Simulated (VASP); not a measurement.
# MgCd2TeSe2 (P-3m1) in VASP: a series of runs

The runs below take MgCd2TeSe2 through single point, relaxation of cell and atoms, with PBE.

Program: VASP 6.6.1. These are calculated values, not measurements. Logs are shortened: lines on timing, memory, paths and dates and some standing lists are left out, and cuts for length are marked.

**1. The cell of the first run**

It takes space group P-3m1 (No. 164, trigonal). The conventional cell has a = 4.587 Å, b = 4.587 Å, c = 7.621 Å, α = 90.00°, β = 90.00°, γ = 120.00°. Within 3.8 Å of Mg (site symmetry -3m) lie 6 Cd at 2.91 Å and 6 Se at 3.19 Å. Within 3.6 Å of Cd (site symmetry 3m) lie 4 Se at 2.71 to 2.99 Å and 3 Mg at 2.91 Å and 3 Cd at 3.59 Å. Te (site symmetry -3m) has 6 Se at 3.34 Å and 6 Cd at 3.71 Å and 2 Mg at 3.81 Å within 4.4 Å. Se (site symmetry 3m) has 4 Cd at 2.71 to 2.99 Å and 3 Mg at 3.19 Å and 3 Te at 3.34 Å within 3.6 Å.

**2. Single point, PBE**

INCAR

```
PREC = Accurate ; ENCUT = 520
EDIFF = 1E-6 ; ISMEAR = 0
SIGMA = 0.1 ; LREAL = F
LASPH = T ; NELM = 80
ALGO = Normal ; ISIF = 2
LWAVE = F ; LCHARG = F
GGA = PE ; NBANDS = 31
```

KPOINTS

```
Automatic mesh
0
Gamma
  6 6 2
```

POSCAR

```
MgCd2TeSe2
1.0
    4.5869296700      0.0000000000      0.0000000000
   -2.2934648400      3.9723976200      0.0000000000
    0.0000000000      0.0000000000      7.6205962800
Mg Cd Te Se
1 2 1 2
Direct
    0.0000000000      0.0000000000      0.5000000000
    0.6666666700      0.3333333300      0.6592910300
    0.3333333300      0.6666666700      0.3407089700
    0.0000000000      0.0000000000      0.0000000000
    0.6666666700      0.3333333300      0.2673510000
    0.3333333300      0.6666666700      0.7326490000
```

Potentials or basis: VASP PAW PBE potentials, release 64 (Mg, Cd, Te, Se).

The run is started by

```
> cat potpaw_PBE.64/Mg/POTCAR potpaw_PBE.64/Cd/POTCAR potpaw_PBE.64/Te/POTCAR potpaw_PBE.64/Se/POTCAR > POTCAR
> mpirun -np 1 vasp_std > vasp.out
```

OUTCAR:

```text
PREC = Accurate
   ENCUT = 520
   EDIFF = 1E-6
   ISMEAR = 0
   LREAL = F
   LASPH = T
   NELM = 80
   ISIF = 2
   GGA = PE

 ion  position               nearest neighbor table
   1  0.000  0.000  0.500-   2 2.91   3 2.91   2 2.91   3 2.91   2 2.91   3 2.91   5 3.19   6 3.19
                             5 3.19   6 3.19   6 3.19   5 3.19
   2  0.667  0.333  0.659-   6 2.71   6 2.71   6 2.71   1 2.91   1 2.91   1 2.91   5 2.99   3 3.59
                             3 3.59   3 3.59   4 3.71   4 3.71   4 3.71
   3  0.333  0.667  0.341-   5 2.71   5 2.71   5 2.71   1 2.91   1 2.91   1 2.91   6 2.99   2 3.59
                             2 3.59   2 3.59   4 3.71   4 3.71   4 3.71
   4  0.000  0.000  0.000-   2 3.71   3 3.71   2 3.71   3 3.71   2 3.71   3 3.71
   5  0.667  0.333  0.267-   3 2.71   3 2.71   3 2.71   2 2.99   1 3.19   1 3.19   1 3.19
   6  0.333  0.667  0.733-   2 2.71   2 2.71   2 2.71   3 2.99   1 3.19   1 3.19   1 3.19

  LATTYP: Found a hexagonal cell.
 ALAT       =     4.5869296700
 C/A-ratio  =     1.6613719477

  Lattice vectors:

 A1 = (   4.5869296700,   0.0000000000,   0.0000000000)
 A2 = (  -2.2934648400,   3.9723976200,   0.0000000000)
 A3 = (   0.0000000000,   0.0000000000,   7.6205962800)

Analysis of symmetry for initial positions (statically):
=====================================================================
 Subroutine PRICEL returns:
 Original cell was already a primitive cell.

 Routine SETGRP: Setting up the symmetry group for a
 hexagonal supercell.

 Subroutine GETGRP returns: Found 12 space group operations
 (whereof 12 operations were pure point group operations)
 out of a pool of 24 trial point group operations.

The static configuration has the point symmetry D_3d.

Analysis of symmetry for dynamics (positions and initial velocities):
=====================================================================
 Subroutine PRICEL returns:
 Original cell was already a primitive cell.

 Routine SETGRP: Setting up the symmetry group for a
 hexagonal supercell.

 Subroutine GETGRP returns: Found 12 space group operations
 (whereof 12 operations were pure point group operations)
 out of a pool of 24 trial point group operations.

The dynamic configuration has the point symmetry D_3d.

 Subroutine INISYM returns: Found 12 space group operations
 (whereof 12 operations are pure point group operations),
 and found     1 'primitive' translations

----------------------------------------------------------------------------------------

                                     Primitive cell

  volume of cell :     138.8557

  direct lattice vectors                    reciprocal lattice vectors
     4.586929670  0.000000000  0.000000000     0.218010755  0.125868568  0.000000000
    -2.293464840  3.972397620  0.000000000     0.000000000  0.251737136  0.000000000
     0.000000000  0.000000000  7.620596280     0.000000000  0.000000000  0.131223327

  length of vectors
     4.586929670  4.586929673  7.620596280     0.251737136  0.251737136  0.131223327

  position of ions in fractional coordinates (direct lattice)
     0.000000000  0.000000000  0.500000000
     0.666666670  0.333333330  0.659291030
     0.333333330  0.666666670  0.340708970
     0.000000000  0.000000000  0.000000000
     0.666666670  0.333333330  0.267351000
     0.333333330  0.666666670  0.732649000

  ion indices of the primitive-cell ions
   primitive index   ion index
                 1           1
                 2           2
                 3           3
                 4           4
                 5           5
                 6           6

----------------------------------------------------------------------------------------

 KPOINTS: Automatic mesh

Automatic generation of k-mesh.
 Grid dimensions read from file:
 generate k-points for:    6    6    2

 Generating k-lattice:

  Cartesian coordinates                     Fractional coordinates (reciprocal lattice)
     0.036335126  0.020978095  0.000000000     0.166666667 -0.000000000  0.000000000
     0.000000000  0.041956189  0.000000000     0.000000000  0.166666667  0.000000000
     0.000000000  0.000000000  0.065611664     0.000000000  0.000000000  0.500000000

  Length of vectors
     0.041956189  0.041956189  0.065611664

  Shift w.r.t. Gamma in fractional coordinates (k-lattice)
     0.000000000  0.000000000  0.000000000

 Subroutine IBZKPT returns following result:
 ===========================================

 Found     14 irreducible k-points:

 Following reciprocal coordinates:
            Coordinates               Weight
  0.000000  0.000000  0.000000      1.000000
  0.166667 -0.000000  0.000000      6.000000
  0.333333  0.000000  0.000000      6.000000
  0.500000  0.000000  0.000000      3.000000
  0.166667  0.166667  0.000000      6.000000
  0.333333  0.166667  0.000000     12.000000
  0.333333  0.333333  0.000000      2.000000
  0.000000  0.000000  0.500000      1.000000
  0.166667 -0.000000  0.500000      6.000000
  0.333333  0.000000  0.500000      6.000000
  0.500000  0.000000  0.500000      3.000000
  0.166667  0.166667  0.500000      6.000000
  0.333333  0.166667  0.500000     12.000000
  0.333333  0.333333  0.500000      2.000000
   k-points           NKPTS =     14   k-points in BZ     NKDIM =     14   number of bands    NBANDS=     31
   number of dos      NEDOS =    301   number of ions     NIONS =      6
   total plane-waves  NPLWV =  77760
   dimension x,y,z NGX =    36 NGY =   36 NGZ =   60
   dimension x,y,z NGXF=    72 NGYF=   72 NGZF=  120
   ions per type =               1   2   1   2
   NGX,Y,Z   is equivalent  to a cutoff of  13.05, 13.05, 13.09 a.u.
   NGXF,Y,Z  is equivalent  to a cutoff of  26.10, 26.10, 26.18 a.u.
 SYSTEM =  unknown system
   PREC   = accura    normal or accurate (medium, high low for compatibility)
   ISTART =      0    job   : 0-new  1-cont  2-samecut
   ICHARG =      2    charge: 1-file 2-atom 10-const
   ISPIN  =      1    spin polarized calculation?
   LNONCOLLINEAR =      F non collinear calculations
   LSORBIT =      F    spin-orbit coupling
   LASPH  =      T    aspherical Exc in radial PAW
   ENCUT  =  520.0 eV  38.22 Ry    6.18 a.u.   8.53  8.53 14.17*2*pi/ulx,y,z
   NELM   =     80;   NELMIN=  2; NELMDL= -5     # of ELM steps
   EDIFF  = 0.1E-05   stopping-criterion for ELM
   LREAL  =      F    real-space projection
   EDIFFG = 0.1E-04   stopping-criterion for IOM
   NSW    =      0    number of steps for IOM
   IBRION =     -1    ionic relax: 0-MD 1-quasi-New 2-CG
   NFREE  =      0    steps in history (QN), initial steepest desc. (CG)
   ISIF   =      2    stress and relaxation
   ISYM   =      2    0-nonsym 1-usesym 2-fastsym
   POTIM  = 0.5000    time-step for ionic-motion
   TEBEG  =    0.0;   TEEND  =   0.0 temperature during run
   PSTRESS=    0.0 pullay stress
   NELECT =      44.0000    total number of electrons
   NUPDOWN=      -1.0000    fix difference up-down
   EMIN   =  10.00;   EMAX   =-10.00  energy-range for DOS
   EFERMI =   0.00;   METHOD = LEGACY
   ISMEAR =     0;   SIGMA  =   0.10  broadening in eV -4-tet -1-fermi 0-gaus
   EFERMI_NEDOS =   21; number of points for ismear=-14 and -15
   IALGO  =     38    algorithm
   IMIX   =      4    mixing-type and parameters
     AMIX     =   0.40;   BMIX     =  1.00
     AMIX_MAG =   1.60;   BMIX_MAG =  1.00
  volume/ion in A,a.u.               =      23.14       156.17
  Fermi-wavevector in a.u.,A,eV,Ry     =   1.116104  2.109130 16.948601  1.245687
  Thomas-Fermi vector in A             =   2.252714
   LORBIT       =      0    0 simple, 1 ext, 2 COOP (PROOUT), +10 PAW based schemes
   GGA     = PE    functional components
   LHFCALC =     F    Hartree Fock is set to
   AEXX    =    0.0000 exact exchange contribution
   IVDW    =     0    specifies the selected vdW correction
   LEPSILON=     F    determine dielectric tensor
   LRPA    =     F    only Hartree local field effects (RPA)
 non-spin polarized calculation
 Gauss-broadening in eV      SIGMA  =   0.10
  energy-cutoff  :      520.00
  volume of cell :      138.86
 maximum number of plane-waves:      3791
 NGX is ok and might be reduce to    36
   NGX = 17   NGY = 17   NGZ = 29

 number of electron      44.0000001 magnetization

 Free energy of the ion-electron system (eV)
  ---------------------------------------------------
  ext. energy  EPLUGINS =         0.00000000
  ---------------------------------------------------
  free energy    TOTEN  =       -12.63910155 eV

  energy without entropy =      -12.62287123  energy(sigma->0) =      -12.63098639

 E-fermi :   4.5545     XC(G=0): -10.0004

 val. band max:        4.5344624232   @ k =   0.3333   0.0000   0.5000
 cond. band min:       4.5705988660   @ k =   0.5000   0.0000   0.5000
 fundamental gap:      0.0361364429
 Fermi energy:         4.5545278370

 k-point     1 :       0.0000    0.0000    0.0000
  band No.  band energies     occupation
      1      -9.8735      2.00000
      2      -9.4221      2.00000
      3      -5.6522      2.00000
      4      -5.1403      2.00000
      5      -5.1403      2.00000
      6      -5.0197      2.00000
[... 23 lines left out ...]
     30       8.1221      0.00000
     31       9.8180      0.00000

 k-point     2 :       0.1667   -0.0000    0.0000
  band No.  band energies     occupation
      1      -9.7681      2.00000
      2      -9.3744      2.00000
      3      -5.6884      2.00000
      4      -5.0969      2.00000
      5      -5.0900      2.00000
      6      -4.9866      2.00000
[... 23 lines left out ...]
     30       9.1010      0.00000
     31       9.6229      0.00000

 k-point     3 :       0.3333    0.0000    0.0000
  band No.  band energies     occupation
      1      -9.5289      2.00000
      2      -9.2902      2.00000
      3      -5.7627      2.00000
      4      -4.9850      2.00000
      5      -4.9763      2.00000
      6      -4.8905      2.00000
[... 23 lines left out ...]
     30       9.5620      0.00000
     31      10.6042      0.00000

 k-point     4 :       0.5000    0.0000    0.0000
  band No.  band energies     occupation
      1      -9.3723      2.00000
      2      -9.2750      2.00000
      3      -5.7954      2.00000
      4      -4.8891      2.00000
      5      -4.8812      2.00000
      6      -4.8805      2.00000
[... 23 lines left out ...]
     30      10.8632      0.00000
     31      10.9561      0.00000

 k-point     5 :       0.1667    0.1667    0.0000
  band No.  band energies     occupation
      1      -9.5952      2.00000
      2      -9.3079      2.00000
      3      -5.7386      2.00000
      4      -5.0460      2.00000
      5      -4.9959      2.00000
      6      -4.9238      2.00000
[... 23 lines left out ...]
     30       9.6578      0.00000
     31      10.7421      0.00000
[... 202 lines left out ...]
     30      11.1162      0.00000
     31      12.4088      0.00000

 k-point    12 :       0.1667    0.1667    0.5000
  band No.  band energies     occupation
      1      -9.4956      2.00000
      2      -9.4107      2.00000
      3      -5.7933      2.00000
      4      -5.0833      2.00000
      5      -4.9968      2.00000
      6      -4.8909      2.00000
[... 23 lines left out ...]
     30       9.2715      0.00000
     31      11.8063      0.00000

 k-point    13 :       0.3333    0.1667    0.5000
  band No.  band energies     occupation
      1      -9.3505      2.00000
      2      -9.2949      2.00000
      3      -5.7922      2.00000
      4      -4.9782      2.00000
      5      -4.8913      2.00000
      6      -4.8554      2.00000
[... 23 lines left out ...]
     30      10.4604      0.00000
     31      11.9838      0.00000

 k-point    14 :       0.3333    0.3333    0.5000
  band No.  band energies     occupation
      1      -9.2804      2.00000
      2      -9.2804      2.00000
      3      -5.7557      2.00000
      4      -4.9789      2.00000
      5      -4.8396      2.00000
      6      -4.8303      2.00000
[... 23 lines left out ...]
     30       8.7006      0.00000
     31      12.0184      0.00000

------------------------ aborting loop because EDIFF is reached ----------------------------------------

  FORCE on cell =-STRESS in cart. coord.  units (eV):
  Direction    XX          YY          ZZ          XY          YZ          ZX
  --------------------------------------------------------------------------------------
  -------------------------------------------------------------------------------------
  Total        7.0454972      7.0454972      3.2199622     -0.0000000      0.0000000      0.0000000
  in kB       81.2939981     81.2939981     37.1533180     -0.0000001      0.0000000      0.0000000
  external PRESSURE =      66.5804381 kB  Pullay stress =       0.0000000 kB

 VOLUME and BASIS-vectors are now :
 -----------------------------------------------------------------------------
  energy-cutoff  :      520.00
  volume of cell :      138.86
      direct lattice vectors                 reciprocal lattice vectors
     4.586929670  0.000000000  0.000000000     0.218010755  0.125868568  0.000000000
    -2.293464840  3.972397620  0.000000000     0.000000000  0.251737136  0.000000000
     0.000000000  0.000000000  7.620596280     0.000000000  0.000000000  0.131223327

 POSITION                                       TOTAL-FORCE (eV/Angst)
 -----------------------------------------------------------------------------------
      0.00000      0.00000      3.81030         0.000000      0.000000      0.000000
      2.29346      1.32413      5.02419        -0.000000      0.000000      0.754090
     -0.00000      2.64827      2.59641         0.000000     -0.000000     -0.754090
      0.00000      0.00000      0.00000         0.000000      0.000000      0.000000
      2.29346      1.32413      2.03737         0.000000      0.000000     -0.451780
     -0.00000      2.64827      5.58322        -0.000000     -0.000000      0.451780
 -----------------------------------------------------------------------------------
    total drift:                                0.000000     -0.000000      0.000000

  FREE ENERGIE OF THE ION-ELECTRON SYSTEM (eV)
  ---------------------------------------------------
  free  energy   TOTEN  =       -12.6391015527 eV

  energy  without entropy=      -12.6228712277  energy(sigma->0) =      -12.63098639
```

It took 41 s on 1 thread of AMD EPYC 9R45 (Zen 5), shared host; peak memory 0.26 GiB.

Results:

```yaml
Free_energy: -12.6391 eV
Pressure: 6.7 GPa
Largest_force: 0.754 eV/Å
Band_gap_on_the_k_mesh: zero (band 22 reaches 4.70 eV, above the bottom of band 23 at 3.91 eV)
```

Forces on the atoms (eV/Å):
```
Mg   0.000  0.000  0.000
Cd   0.000  0.000  0.754
Cd   0.000  0.000 -0.754
Te   0.000  0.000  0.000
Se   0.000  0.000 -0.452
Se   0.000  0.000  0.452
```

Caveat: the k points lie up to 0.41 Å⁻¹ apart; spin-orbit coupling is left out, which moves the levels of the heavy elements.

(Continued in part 2 of 3.)
